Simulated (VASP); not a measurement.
# BeTe (I-4m2) in VASP: a series of runs

Aim: see how the results for BeTe move with the level of theory and the settings. Levels: PBE, r2SCAN, HSE06. Tasks: single point.

Program: VASP 6.6.1. These are calculated values, not measurements. Logs are shortened: lines on timing, memory, paths and dates and some standing lists are left out, and cuts for length are marked.

### Step 1. The cell of the first run

It takes space group I-4m2 (No. 119, tetragonal). Conventional cell: a = 4.000 Å, b = 4.000 Å, c = 5.387 Å, α = 90.00°, β = 90.00°, γ = 90.00°. Within 3.2 Å of Be (site symmetry -4m2) lie 4 Te at 2.41 Å. Within 3.2 Å of Te (site symmetry -4m2) lie 4 Be at 2.41 Å.

### Step 2. Single point, PBE (uniaxial x strain -4.8%)

File INCAR:

```
PREC = Accurate
ENCUT = 520
EDIFF = 1E-6
ISMEAR = -1
SIGMA = 0.02
LREAL = F
LASPH = T
NELM = 80
ALGO = Normal
ISIF = 2
LWAVE = F
LCHARG = F
GGA = PE
NBANDS = 11
```

File KPOINTS:

```
regular mesh
0
Gamma
  8 8 8
```

File POSCAR:

```
BeTe
1.0
    0.0000000000      2.8286236287      2.8286236287
    2.6936982816      0.0000000000      2.8286236287
    2.6936982816      2.8286236287      0.0000000000
Be Te
1 1
Direct
    0.0000000000      0.0000000000      0.0000000000
    0.2500000000      0.2500000000      0.2500000000
```

Potentials or basis: VASP PAW PBE potentials, release 64 (Be, Te).

On the command line:

```
> cat potpaw_PBE.64/Be/POTCAR potpaw_PBE.64/Te/POTCAR > POTCAR
> mpirun -np 1 vasp_std > vasp.out
```

OUTCAR:

```text
PREC = Accurate
   ENCUT = 520
   EDIFF = 1E-6
   ISMEAR = -1
   LREAL = F
   LASPH = T
   NELM = 80
   ISIF = 2
   GGA = PE

 ion  position               nearest neighbor table
   1  0.000  0.000  0.000-   2 2.41   2 2.41   2 2.41   2 2.41
   2  0.250  0.250  0.250-   1 2.41   1 2.41   1 2.41   1 2.41

  LATTYP: Found a body centered tetragonal cell.
 ALAT       =     4.0002778986
 C/A-ratio  =     1.3467555754

  Lattice vectors:

 A1 = (  -2.6936982816,   0.0000000000,  -2.8286236287)
 A2 = (  -2.6936982816,   0.0000000000,   2.8286236287)
 A3 = (   2.6936982816,   2.8286236287,   0.0000000000)

Analysis of symmetry for initial positions (statically):
=====================================================================
 Subroutine PRICEL returns:
 Original cell was already a primitive cell.

 Routine SETGRP: Setting up the symmetry group for a
 body centered tetragonal supercell.

 Subroutine GETGRP returns: Found  8 space group operations
 (whereof  8 operations were pure point group operations)
 out of a pool of 16 trial point group operations.

The static configuration has the point symmetry D_2d.

Analysis of symmetry for dynamics (positions and initial velocities):
=====================================================================
 Subroutine PRICEL returns:
 Original cell was already a primitive cell.

 Routine SETGRP: Setting up the symmetry group for a
 body centered tetragonal supercell.

 Subroutine GETGRP returns: Found  8 space group operations
 (whereof  8 operations were pure point group operations)
 out of a pool of 16 trial point group operations.

The dynamic configuration has the point symmetry D_2d.

 Subroutine INISYM returns: Found  8 space group operations
 (whereof  8 operations are pure point group operations),
 and found     1 'primitive' translations

----------------------------------------------------------------------------------------

                                     Primitive cell

  volume of cell :      43.1052

  direct lattice vectors                    reciprocal lattice vectors
     0.000000000  2.828623629  2.828623629    -0.185618413  0.176764415  0.176764415
     2.693698282  0.000000000  2.828623629     0.185618413 -0.176764415  0.176764415
     2.693698282  2.828623629  0.000000000     0.185618413  0.176764415 -0.176764415

  length of vectors
     4.000277899  3.906036619  3.906036619     0.311360742  0.311360742  0.311360742

  position of ions in fractional coordinates (direct lattice)
     0.000000000  0.000000000  0.000000000
     0.250000000  0.250000000  0.250000000

  ion indices of the primitive-cell ions
   primitive index   ion index
                 1           1
                 2           2

----------------------------------------------------------------------------------------

 KPOINTS: regular mesh

Automatic generation of k-mesh.
 Grid dimensions read from file:
 generate k-points for:    8    8    8

 Generating k-lattice:

  Cartesian coordinates                     Fractional coordinates (reciprocal lattice)
    -0.023202302  0.022095552  0.022095552     0.125000000  0.000000000  0.000000000
     0.023202302 -0.022095552  0.022095552     0.000000000  0.125000000  0.000000000
     0.023202302  0.022095552 -0.022095552     0.000000000  0.000000000  0.125000000

  Length of vectors
     0.038920093  0.038920093  0.038920093

  Shift w.r.t. Gamma in fractional coordinates (k-lattice)
     0.000000000  0.000000000  0.000000000

 Subroutine IBZKPT returns following result:
 ===========================================

 Found     59 irreducible k-points:

 Following reciprocal coordinates:
            Coordinates               Weight
  0.000000  0.000000  0.000000      1.000000
  0.125000  0.000000  0.000000      8.000000
  0.250000  0.000000  0.000000      8.000000
  0.375000  0.000000  0.000000      8.000000
  0.500000  0.000000  0.000000      4.000000
  0.125000  0.125000  0.000000      4.000000
[... 16 lines left out ...]
  0.250000  0.125000  0.125000      4.000000
  0.375000  0.125000  0.125000      8.000000
 [... further k-points ...]
   k-points           NKPTS =     59   k-points in BZ     NKDIM =     59   number of bands    NBANDS=     11
   number of dos      NEDOS =    301   number of ions     NIONS =      2
   total plane-waves  NPLWV =  27000
   dimension x,y,z NGX =    30 NGY =   30 NGZ =   30
   dimension x,y,z NGXF=    60 NGYF=   60 NGZF=   60
   ions per type =               1   1
   NGX,Y,Z   is equivalent  to a cutoff of  12.47, 12.77, 12.77 a.u.
   NGXF,Y,Z  is equivalent  to a cutoff of  24.94, 25.54, 25.54 a.u.
 SYSTEM =  unknown system
   PREC   = accura    normal or accurate (medium, high low for compatibility)
   ISTART =      0    job   : 0-new  1-cont  2-samecut
   ICHARG =      2    charge: 1-file 2-atom 10-const
   ISPIN  =      1    spin polarized calculation?
   LNONCOLLINEAR =      F non collinear calculations
   LSORBIT =      F    spin-orbit coupling
   LASPH  =      T    aspherical Exc in radial PAW
   ENCUT  =  520.0 eV  38.22 Ry    6.18 a.u.   7.44  7.26  7.26*2*pi/ulx,y,z
   NELM   =     80;   NELMIN=  2; NELMDL= -5     # of ELM steps
   EDIFF  = 0.1E-05   stopping-criterion for ELM
   LREAL  =      F    real-space projection
   EDIFFG = 0.1E-04   stopping-criterion for IOM
   NSW    =      0    number of steps for IOM
   IBRION =     -1    ionic relax: 0-MD 1-quasi-New 2-CG
   NFREE  =      0    steps in history (QN), initial steepest desc. (CG)
   ISIF   =      2    stress and relaxation
   ISYM   =      2    0-nonsym 1-usesym 2-fastsym
   POTIM  = 0.5000    time-step for ionic-motion
   TEBEG  =    0.0;   TEEND  =   0.0 temperature during run
   PSTRESS=    0.0 pullay stress
   NELECT =       8.0000    total number of electrons
   NUPDOWN=      -1.0000    fix difference up-down
   EMIN   =  10.00;   EMAX   =-10.00  energy-range for DOS
   EFERMI =   0.00;   METHOD = LEGACY
   ISMEAR =    -1;   SIGMA  =   0.02  broadening in eV -4-tet -1-fermi 0-gaus
   EFERMI_NEDOS =   21; number of points for ismear=-14 and -15
   IALGO  =     38    algorithm
   IMIX   =      4    mixing-type and parameters
     AMIX     =   0.40;   BMIX     =  1.00
     AMIX_MAG =   1.60;   BMIX_MAG =  1.00
  volume/ion in A,a.u.               =      21.55       145.44
  Fermi-wavevector in a.u.,A,eV,Ry     =   0.933817  1.764658 11.864471  0.872014
  Thomas-Fermi vector in A             =   2.060558
   LORBIT       =      0    0 simple, 1 ext, 2 COOP (PROOUT), +10 PAW based schemes
   GGA     = PE    functional components
   LHFCALC =     F    Hartree Fock is set to
   AEXX    =    0.0000 exact exchange contribution
   IVDW    =     0    specifies the selected vdW correction
   LEPSILON=     F    determine dielectric tensor
   LRPA    =     F    only Hartree local field effects (RPA)
 non-spin polarized calculation
  energy-cutoff  :      520.00
  volume of cell :       43.11
 maximum number of plane-waves:      1194
 NGX is ok and might be reduce to    30
   NGX = 15   NGY = 15   NGZ = 15

 number of electron       7.9999999 magnetization

 Free energy of the ion-electron system (eV)
  ---------------------------------------------------
  ext. energy  EPLUGINS =         0.00000000
  ---------------------------------------------------
  free energy    TOTEN  =        -7.58702553 eV

  energy without entropy =       -7.58702553  energy(sigma->0) =       -7.58702553

 E-fermi :   6.0173     XC(G=0):  -9.2023

 val. band max:        5.6666676309   @ k =   0.0000   0.0000   0.0000
 cond. band min:       7.1657140068   @ k =   0.0000   0.5000   0.5000
 fundamental gap:      1.4990463759
 Fermi energy:         6.0172618127

 k-point     1 :       0.0000    0.0000    0.0000
  band No.  band energies     occupation
      1      -7.0333      2.00000
      2       5.4171      2.00000
      3       5.4171      2.00000
      4       5.6667      2.00000
      5       9.0270      0.00000
      6       9.1289      0.00000
      7       9.1289      0.00000
      8       9.5718      0.00000
      9      13.8789      0.00000
     10      15.3371      0.00000
     11      16.2123      0.00000

 k-point     2 :       0.1250    0.0000    0.0000
  band No.  band energies     occupation
      1      -6.8776      2.00000
      2       4.1370      2.00000
      3       5.1418      2.00000
      4       5.3635      2.00000
      5       9.0609      0.00000
      6       9.4552      0.00000
      7       9.4798      0.00000
      8      10.8203      0.00000
      9      14.2894      0.00000
     10      14.5220      0.00000
     11      15.0826      0.00000

 k-point     3 :       0.2500    0.0000    0.0000
  band No.  band energies     occupation
      1      -6.4459      2.00000
      2       2.0617      2.00000
      3       4.6335      2.00000
      4       4.9435      2.00000
      5       8.8473      0.00000
      6       9.9440      0.00000
      7      10.0676      0.00000
      8      12.7267      0.00000
      9      14.3852      0.00000
     10      14.4650      0.00000
     11      14.9640      0.00000

 k-point     4 :       0.3750    0.0000    0.0000
  band No.  band energies     occupation
      1      -5.8899      2.00000
      2       0.4060      2.00000
      3       4.2440      2.00000
      4       4.6278      2.00000
      5       8.6598      0.00000
      6       9.9759      0.00000
      7      10.3185      0.00000
      8      13.4002      0.00000
      9      15.2130      0.00000
     10      15.7716      0.00000
     11      15.8560      0.00000
[... 239 lines left out ...]
 k-point    22 :       0.0000    0.1250    0.1250
  band No.  band energies     occupation
      1      -6.8113      2.00000
      2       4.5243      2.00000
      3       4.6850      2.00000
      4       4.6850      2.00000
      5       8.5933      0.00000
      6      10.1307      0.00000
      7      10.1307      0.00000
      8      10.5826      0.00000
      9      14.0759      0.00000
     10      14.9803      0.00000
     11      15.6024      0.00000

 k-point    23 :       0.2500    0.1250    0.1250
  band No.  band energies     occupation
      1      -6.6411      2.00000
      2       3.1893      2.00000
      3       4.2722      2.00000
      4       5.0639      2.00000
      5       9.4187      0.00000
      6       9.5975      0.00000
      7      10.1271      0.00000
      8      11.6491      0.00000
      9      13.5958      0.00000
     10      14.5611      0.00000
     11      15.3539      0.00000

 k-point    24 :       0.3750    0.1250    0.1250
  band No.  band energies     occupation
      1      -6.1624      2.00000
      2       1.5517      2.00000
      3       3.6647      2.00000
      4       4.5550      2.00000
      5       9.2652      0.00000
      6      10.1161      0.00000
      7      10.6307      0.00000
      8      12.5053      0.00000
      9      13.7547      0.00000
     10      15.4573      0.00000
     11      16.4616      0.00000

 [... further k-points ...]
[... 5 lines left out ...]
  --------------------------------------------------------------------------------------
  -------------------------------------------------------------------------------------
  Total        1.4167664      0.6763207      0.6763207      0.0000000      0.0000000     -0.0000000
  in kB       52.6598439     25.1381895     25.1381895      0.0000000      0.0000000     -0.0000000
  external PRESSURE =      34.3120743 kB  Pullay stress =       0.0000000 kB

 VOLUME and BASIS-vectors are now :
 -----------------------------------------------------------------------------
  energy-cutoff  :      520.00
  volume of cell :       43.11
      direct lattice vectors                 reciprocal lattice vectors
     0.000000000  2.828623629  2.828623629    -0.185618413  0.176764415  0.176764415
     2.693698282  0.000000000  2.828623629     0.185618413 -0.176764415  0.176764415
     2.693698282  2.828623629  0.000000000     0.185618413  0.176764415 -0.176764415

 POSITION                                       TOTAL-FORCE (eV/Angst)
 -----------------------------------------------------------------------------------
      0.00000      0.00000      0.00000        -0.000000     -0.000000     -0.000000
      1.34685      1.41431      1.41431         0.000000      0.000000      0.000000
 -----------------------------------------------------------------------------------
    total drift:                                0.000000      0.000000      0.000000

  FREE ENERGIE OF THE ION-ELECTRON SYSTEM (eV)
  ---------------------------------------------------
  free  energy   TOTEN  =        -7.5870255290 eV

  energy  without entropy=       -7.5870255290  energy(sigma->0) =       -7.58702553
```

Wall time 13 s (1 thread of Intel Xeon 6975P-C (Granite Rapids), shared host); peak memory 0.18 GiB.

Results:

```
Free energy            : -7.5870 eV
Pressure               : 3.4 GPa
Band gap on the k mesh : 1.50 eV, indirect (least direct gap 3.36 eV)
```

Caveat: the cell differs from its parent crystal (uniaxial x strain -4.8%); spin-orbit coupling is left out, which moves the levels of the heavy elements.

### Step 3. Single point, r2SCAN (uniaxial x strain -4.8%)

POSCAR is that of step 2.

File INCAR.step1:

```
PREC = Accurate
ENCUT = 520
ISMEAR = 0
SIGMA = 0.01
LREAL = False
LASPH = True
NELM = 60
NBANDS = 11
GGA = PE
ALGO = Normal
EDIFF = 1E-4
LWAVE = True
LCHARG = False
```

File INCAR.step2:

```
PREC = Accurate
ENCUT = 520
EDIFF = 1E-7
ISMEAR = 0
SIGMA = 0.01
LREAL = False
LASPH = True
NELM = 60
ALGO = Normal
ISIF = 2
LWAVE = False
LCHARG = False
METAGGA = R2SCAN
LMIXTAU = True
NBANDS = 11
ISTART = 1
```

File KPOINTS:

```
Automatic mesh
0
Gamma
  8 8 8
```

Potentials or basis: VASP PAW PBE potentials, release 64 (Be, Te).

On the command line:

```
> cat potpaw_PBE.64/Be/POTCAR potpaw_PBE.64/Te/POTCAR > POTCAR
> cp INCAR.step1 INCAR
> mpirun -np 1 vasp_std > vasp.out
> cp INCAR.step2 INCAR
> mpirun -np 1 vasp_std > vasp.out
```

It took 56 s on 1 thread of Intel Xeon 6975P-C (Granite Rapids), shared host; peak memory 0.18 GiB.

Results (log left out):

```yaml
Free_energy: -30.6484 eV
Pressure: 3.4 GPa
Band_gap_on_the_k_mesh: 1.84 eV, indirect (least direct gap 3.76 eV)
```

Stress tensor (GPa, compression positive):
```
5.32 0.00 0.00
0.00 2.44 0.00
0.00 0.00 2.44
```

Levels at points of the mesh, in eV from the valence-band top:
| k point | band 2 | band 3 | band 4 | band 5 | band 6 | band 7 |
| --- | --- | --- | --- | --- | --- | --- |
| (0.00, 0.00, 0.00) | -0.26 | -0.26 | 0.00 | 3.76 | 3.85 | 3.85 |
| (0.50, 0.00, 0.00) | -6.17 | -1.62 | -1.19 | 3.39 | 4.65 | 5.10 |
| (0.50, 0.50, 0.00) | -5.81 | -2.98 | -2.88 | 2.20 | 2.92 | 10.35 |
| (0.00, 0.50, 0.50) | -5.52 | -3.30 | -3.30 | 1.84 | 2.48 | 10.65 |

Caveat: the cell differs from its parent crystal (uniaxial x strain -4.8%); the PAW data sets were made with another functional, which shifts forces and pressure a little; spin-orbit coupling is left out, which moves the levels of the heavy elements. A k mesh can miss the band edges.

### Step 4. Single point, HSE06 (uniaxial x strain -4.8%)

POSCAR is that of step 3.

File INCAR.step1:

```
ALGO = Normal
EDIFF = 1E-5
ENCUT = 520
GGA = PE
ISIF = 2
ISMEAR = 0
LASPH = True
LCHARG = False
LREAL = False
LWAVE = True
NBANDS = 11
NELM = 80
PREC = Accurate
SIGMA = 0.01
```

File INCAR.step2:

```
ALGO = Normal
EDIFF = 1E-7
ENCUT = 520
GGA = PE
HFSCREEN = 0.2079
ISIF = 2
ISMEAR = 0
ISTART = 1
LASPH = True
LCHARG = False
LHFCALC = True
LREAL = False
LWAVE = False
NBANDS = 11
NELM = 80
PREC = Accurate
PRECFOCK = Normal
SIGMA = 0.01
```

File KPOINTS:

```
k-points
0
Gamma
  6 6 6
```

On the command line:

```
> cat potpaw_PBE.64/Be/POTCAR potpaw_PBE.64/Te/POTCAR > POTCAR
> cp INCAR.step1 INCAR
> mpirun -np 1 vasp_std > vasp.out
> cp INCAR.step2 INCAR
> mpirun -np 1 vasp_std > vasp.out
```

Run time: 16 min. Hardware: 1 thread of Intel Xeon 6975P-C (Granite Rapids), shared host; peak memory 0.29 GiB.

The run converged. Its results:

```
Free energy            : -8.7300 eV
Pressure               : 2.1 GPa
Band gap on the k mesh : 2.15 eV, indirect (least direct gap 4.21 eV)
```

Stress tensor (GPa, compression positive):
```
4.12 0.00 0.00
0.00 1.15 0.00
0.00 0.00 1.15
```

Levels at points of the mesh, in eV from the valence-band top:
```csv
k point,band 1,band 2,band 3,band 4,band 5,band 6,band 7,band 8
"(0.00, 0.00, 0.00)",-13.88,-0.26,-0.26,0.00,4.21,4.31,4.31,4.67
"(0.50, 0.00, 0.00)",-12.26,-6.53,-1.68,-1.24,3.67,5.10,5.56,8.68
"(0.50, 0.50, 0.00)",-11.74,-6.14,-3.12,-3.01,2.49,3.30,10.88,11.13
"(0.00, 0.50, 0.50)",-11.52,-5.83,-3.44,-3.44,2.15,2.87,11.16,11.16
```

Caveat: the cell differs from its parent crystal (uniaxial x strain -4.8%); the PAW data sets were made with another functional, which shifts forces and pressure a little; spin-orbit coupling is left out, which moves the levels of the heavy elements.

### Step 5. Overview

| level | k mesh | smearing | grid for exact exchange (PRECFOCK) | screening parameter | gap on the mesh (eV) | pressure (GPa) |
| --- | --- | --- | --- | --- | --- | --- |
| PBE | 8 × 8 × 8 | fermi-dirac 0.02 eV | - | - | 1.50 | 3.4 |
| r2SCAN | 8 × 8 × 8 | gaussian 0.01 eV | - | - | 1.84 | 3.4 |
| HSE06 | 6 × 6 × 6 | gaussian 0.01 eV | Normal | 0.2079 1/Å | 2.15 | 2.1 |

Alike in all rows: task single point; potentials or basis VASP PAW PBE potentials, release 64 (Be, Te); no spin polarisation; cell as given; cutoff (eV) 520.

Caveats: spin-orbit coupling is left out, which moves the levels of the heavy elements; the PAW data sets were made with another functional, which shifts forces and pressure a little (some runs).

Absolute energies hang on the potentials; compare differences alone.
